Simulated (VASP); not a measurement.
# LiCl (I4/mmm) in VASP: single point with PBEsol

Aim: the single point of LiCl with PBEsol.

Program: VASP 6.6.1. These are calculated values, not measurements. Logs are shortened: lines on timing, memory, paths and dates and some standing lists are left out, and cuts for length are marked.

## 1. The cell of the first run

The structure is tetragonal, space group I4/mmm (No. 139). The conventional cell has a = 3.772 Å, b = 3.772 Å, c = 5.130 Å, α = 90.00°, β = 90.00°, γ = 90.00°. Within 3.4 Å of Cl (site symmetry 4/mmm) lie 6 Li at 2.56 to 2.67 Å. Within 3.4 Å of Li (site symmetry 4/mmm) lie 6 Cl at 2.56 to 2.67 Å.

## 2. Single point, PBEsol

Contents of INCAR:

```
SYSTEM = LiCl
  ALGO = Normal
  EDIFF = 1E-6
  ENCUT = 750
  GGA = PS
  GGA_COMPAT = .FALSE.
  ISIF = 2
  ISMEAR = -1
  LASPH = .TRUE.
  LCHARG = .FALSE.
  LREAL = .FALSE.
  LWAVE = .FALSE.
  NBANDS = 12
  NELM = 120
  PREC = Accurate
  SIGMA = 0.05
```

Contents of KPOINTS:

```
k-points
0
G
  7 7 7
  0 0 0
```

Contents of POSCAR:

```
LiCl
1.0
    0.0000000000      2.6673608000      2.5647700000
    2.6673608000      0.0000000000      2.5647700000
    2.6673608000      2.6673608000      0.0000000000
Cl Li
1 1
Direct
    0.5000000000      0.5000000000      0.5000000000
    0.0000000000      0.0000000000      0.0000000000
```

Potentials or basis: VASP PAW PBE potentials, release 64 (Cl, Li_sv).

The run is started by

```bash
cat potpaw_PBE.64/Cl/POTCAR potpaw_PBE.64/Li_sv/POTCAR > POTCAR
mpirun -np 1 vasp_std > vasp.out
```

OUTCAR:

```text
SYSTEM = LiCl
   EDIFF = 1E-6
   ENCUT = 750
   GGA = PS
   ISIF = 2
   ISMEAR = -1
   LASPH = .TRUE.
   LREAL = .FALSE.
   NELM = 120
   PREC = Accurate

 ion  position               nearest neighbor table
   1  0.500  0.500  0.500-   2 2.56   2 2.56
   2  0.000  0.000  0.000-   1 2.56   1 2.56

  LATTYP: Found a body centered tetragonal cell.
 ALAT       =     3.7722178191
 C/A-ratio  =     1.3598207331

  Lattice vectors:

 A1 = (   0.0000000000,  -2.6673608000,  -2.5647700000)
 A2 = (   0.0000000000,   2.6673608000,  -2.5647700000)
 A3 = (   2.6673608000,   0.0000000000,   2.5647700000)

Analysis of symmetry for initial positions (statically):
=====================================================================
 Subroutine PRICEL returns:
 Original cell was already a primitive cell.

 Routine SETGRP: Setting up the symmetry group for a
 body centered tetragonal supercell.

 Subroutine GETGRP returns: Found 16 space group operations
 (whereof 16 operations were pure point group operations)
 out of a pool of 16 trial point group operations.

The static configuration has the point symmetry D_4h.

Analysis of symmetry for dynamics (positions and initial velocities):
=====================================================================
 Subroutine PRICEL returns:
 Original cell was already a primitive cell.

 Routine SETGRP: Setting up the symmetry group for a
 body centered tetragonal supercell.

 Subroutine GETGRP returns: Found 16 space group operations
 (whereof 16 operations were pure point group operations)
 out of a pool of 16 trial point group operations.

The dynamic configuration has the point symmetry D_4h.

 Subroutine INISYM returns: Found 16 space group operations
 (whereof 16 operations are pure point group operations),
 and found     1 'primitive' translations

----------------------------------------------------------------------------------------

                                     Primitive cell

  volume of cell :      36.4957

  direct lattice vectors                    reciprocal lattice vectors
     0.000000000  2.667360800  2.564770000    -0.187451206  0.187451206  0.194949255
     2.667360800  0.000000000  2.564770000     0.187451206 -0.187451206  0.194949255
     2.667360800  2.667360800  0.000000000     0.187451206  0.187451206 -0.194949255

  length of vectors
     3.700386303  3.700386303  3.772217819     0.329060969  0.329060969  0.329060969

  position of ions in fractional coordinates (direct lattice)
     0.500000000  0.500000000  0.500000000
     0.000000000  0.000000000  0.000000000

  ion indices of the primitive-cell ions
   primitive index   ion index
                 1           1
                 2           2

----------------------------------------------------------------------------------------

 KPOINTS: k-points

Automatic generation of k-mesh.
 Grid dimensions read from file:
 generate k-points for:    7    7    7

 Generating k-lattice:

  Cartesian coordinates                     Fractional coordinates (reciprocal lattice)
    -0.026778744  0.026778744  0.027849894     0.142857143  0.000000000  0.000000000
     0.026778744 -0.026778744  0.027849894     0.000000000  0.142857143  0.000000000
     0.026778744  0.026778744 -0.027849894     0.000000000  0.000000000  0.142857143

  Length of vectors
     0.047008710  0.047008710  0.047008710

  Shift w.r.t. Gamma in fractional coordinates (k-lattice)
     0.000000000  0.000000000  0.000000000

 Subroutine IBZKPT returns following result:
 ===========================================

 Found     40 irreducible k-points:

 Following reciprocal coordinates:
            Coordinates               Weight
  0.000000  0.000000  0.000000      1.000000
  0.142857  0.000000  0.000000      8.000000
  0.285714  0.000000  0.000000      8.000000
  0.428571  0.000000  0.000000      8.000000
  0.142857  0.142857  0.000000      2.000000
  0.285714  0.142857  0.000000      8.000000
[... 16 lines left out ...]
  0.428571  0.285714  0.142857      8.000000
 -0.428571  0.285714  0.142857     16.000000
 [... further k-points ...]
   k-points           NKPTS =     40   k-points in BZ     NKDIM =     40   number of bands    NBANDS=     12
   number of dos      NEDOS =    301   number of ions     NIONS =      2
   total plane-waves  NPLWV =  46656
   dimension x,y,z NGX =    36 NGY =   36 NGZ =   36
   dimension x,y,z NGXF=    72 NGYF=   72 NGZF=   72
   ions per type =               1   1
   NGX,Y,Z   is equivalent  to a cutoff of  16.17, 16.17, 15.87 a.u.
   NGXF,Y,Z  is equivalent  to a cutoff of  32.35, 32.35, 31.73 a.u.
 SYSTEM =  LiCl
   PREC   = accura    normal or accurate (medium, high low for compatibility)
   ISTART =      0    job   : 0-new  1-cont  2-samecut
   ICHARG =      2    charge: 1-file 2-atom 10-const
   ISPIN  =      1    spin polarized calculation?
   LNONCOLLINEAR =      F non collinear calculations
   LSORBIT =      F    spin-orbit coupling
   LASPH  =      T    aspherical Exc in radial PAW
   ENCUT  =  750.0 eV  55.12 Ry    7.42 a.u.   8.26  8.26  8.42*2*pi/ulx,y,z
   NELM   =    120;   NELMIN=  2; NELMDL= -5     # of ELM steps
   EDIFF  = 0.1E-05   stopping-criterion for ELM
   LREAL  =      F    real-space projection
[... 7 lines left out ...]
   TEBEG  =    0.0;   TEEND  =   0.0 temperature during run
   PSTRESS=    0.0 pullay stress
   NELECT =      10.0000    total number of electrons
   NUPDOWN=      -1.0000    fix difference up-down
   EMIN   =  10.00;   EMAX   =-10.00  energy-range for DOS
   EFERMI =   0.00;   METHOD = LEGACY
   ISMEAR =    -1;   SIGMA  =   0.05  broadening in eV -4-tet -1-fermi 0-gaus
   EFERMI_NEDOS =   21; number of points for ismear=-14 and -15
   IALGO  =     38    algorithm
   IMIX   =      4    mixing-type and parameters
     AMIX     =   0.40;   BMIX     =  1.00
     AMIX_MAG =   1.60;   BMIX_MAG =  1.00
  volume/ion in A,a.u.               =      18.25       123.14
  Fermi-wavevector in a.u.,A,eV,Ry     =   1.063312  2.009369 15.383197  1.130633
  Thomas-Fermi vector in A             =   2.198793
   LORBIT       =      0    0 simple, 1 ext, 2 COOP (PROOUT), +10 PAW based schemes
   GGA     = PS    functional components
   LHFCALC =     F    Hartree Fock is set to
   AEXX    =    0.0000 exact exchange contribution
   IVDW    =     0    specifies the selected vdW correction
   LEPSILON=     F    determine dielectric tensor
   LRPA    =     F    only Hartree local field effects (RPA)
 non-spin polarized calculation
  energy-cutoff  :      750.00
  volume of cell :       36.50
 maximum number of plane-waves:      1727
 NGX is ok and might be reduce to    36
   NGX = 17   NGY = 17   NGZ = 17

 number of electron      10.0000000 magnetization

 number of electron       9.9999997 magnetization

 Free energy of the ion-electron system (eV)
  ---------------------------------------------------
  ext. energy  EPLUGINS =         0.00000000
  ---------------------------------------------------
  free energy    TOTEN  =        -7.59144497 eV

  energy without entropy =       -7.59144497  energy(sigma->0) =       -7.59144497

 E-fermi :   1.0316     XC(G=0):  -8.5705

 val. band max:        0.0065908162   @ k =   0.0000   0.0000   0.0000
 cond. band min:       5.6877023547   @ k =   0.0000   0.0000   0.0000
 fundamental gap:      5.6811115385
 Fermi energy:         1.0315573368

 k-point     1 :       0.0000    0.0000    0.0000
  band No.  band energies     occupation
      1     -42.9771      2.00000
      2     -13.1618      2.00000
      3      -0.1054      2.00000
      4       0.0066      2.00000
      5       0.0066      2.00000
      6       5.6877      0.00000
      7      11.6117      0.00000
      8      11.6117      0.00000
      9      11.9326      0.00000
     10      13.7024      0.00000
     11      13.7024      0.00000
     12      14.0498      0.00000

 k-point     2 :       0.1429    0.0000    0.0000
  band No.  band energies     occupation
      1     -42.9767      2.00000
      2     -13.0783      2.00000
      3      -0.6494      2.00000
      4      -0.0936      2.00000
      5      -0.0555      2.00000
      6       6.2600      0.00000
      7      10.7191      0.00000
      8      11.2434      0.00000
      9      11.6396      0.00000
     10      12.7267      0.00000
     11      12.8871      0.00000
     12      14.4712      0.00000

 k-point     3 :       0.2857    0.0000    0.0000
  band No.  band energies     occupation
      1     -42.9759      2.00000
      2     -12.8792      2.00000
      3      -1.7486      2.00000
      4      -0.1868      2.00000
      5      -0.1627      2.00000
      6       6.7306      0.00000
      7       9.9839      0.00000
      8      10.3202      0.00000
      9      10.6716      0.00000
     10      14.0408      0.00000
     11      14.0869      0.00000
     12      15.0739      0.00000
[... 286 lines left out ...]
 k-point    23 :       0.4286    0.2857    0.1429
  band No.  band energies     occupation
      1     -42.9752      2.00000
      2     -12.7101      2.00000
      3      -1.9131      2.00000
      4      -0.9984      2.00000
      5      -0.4223      2.00000
      6       8.1739      0.00000
      7       9.2878      0.00000
      8       9.3106      0.00000
      9      11.1913      0.00000
     10      12.8341      0.00000
     11      16.8334      0.00000
     12      17.3289      0.00000

 k-point    24 :      -0.4286    0.2857    0.1429
  band No.  band energies     occupation
      1     -42.9747      2.00000
      2     -12.5745      2.00000
      3      -2.2407      2.00000
      4      -1.3465      2.00000
      5      -0.5810      2.00000
      6       8.1434      0.00000
      7       9.0780      0.00000
      8      10.0356      0.00000
      9      11.0276      0.00000
     10      14.1922      0.00000
     11      16.0125      0.00000
     12      17.9168      0.00000

 [... further k-points ...]

------------------------ aborting loop because EDIFF is reached ----------------------------------------

  FORCE on cell =-STRESS in cart. coord.  units (eV):
  Direction    XX          YY          ZZ          XY          YZ          ZX
  --------------------------------------------------------------------------------------
  -------------------------------------------------------------------------------------
  Total       -0.7751004     -0.7751004     -0.6032108      0.0000000      0.0000000      0.0000000
  in kB      -34.0272313    -34.0272313    -26.4812027      0.0000000      0.0000000      0.0000000
  external PRESSURE =     -31.5118885 kB  Pullay stress =       0.0000000 kB

 VOLUME and BASIS-vectors are now :
 -----------------------------------------------------------------------------
  energy-cutoff  :      750.00
  volume of cell :       36.50
      direct lattice vectors                 reciprocal lattice vectors
     0.000000000  2.667360800  2.564770000    -0.187451206  0.187451206  0.194949255
     2.667360800  0.000000000  2.564770000     0.187451206 -0.187451206  0.194949255
     2.667360800  2.667360800  0.000000000     0.187451206  0.187451206 -0.194949255

 POSITION                                       TOTAL-FORCE (eV/Angst)
 -----------------------------------------------------------------------------------
      2.66736      2.66736      2.56477         0.000000      0.000000      0.000000
      0.00000      0.00000      0.00000        -0.000000     -0.000000      0.000000
 -----------------------------------------------------------------------------------
    total drift:                                0.000000      0.000000      0.000000

  FREE ENERGIE OF THE ION-ELECTRON SYSTEM (eV)
  ---------------------------------------------------
  free  energy   TOTEN  =        -7.5914449663 eV

  energy  without entropy=       -7.5914449663  energy(sigma->0) =       -7.59144497
```

It took 37 s on 1 thread of Intel Xeon 8259CL, shared host; peak memory 0.2 GiB.

Results:

```yaml
Free_energy: -7.5914 eV
Pressure: -3.2 GPa
Band_gap_on_the_k_mesh: 5.68 eV
```

Caveat: the cell stands under tension; the PAW data sets were made with another functional, which shifts forces and pressure a little.
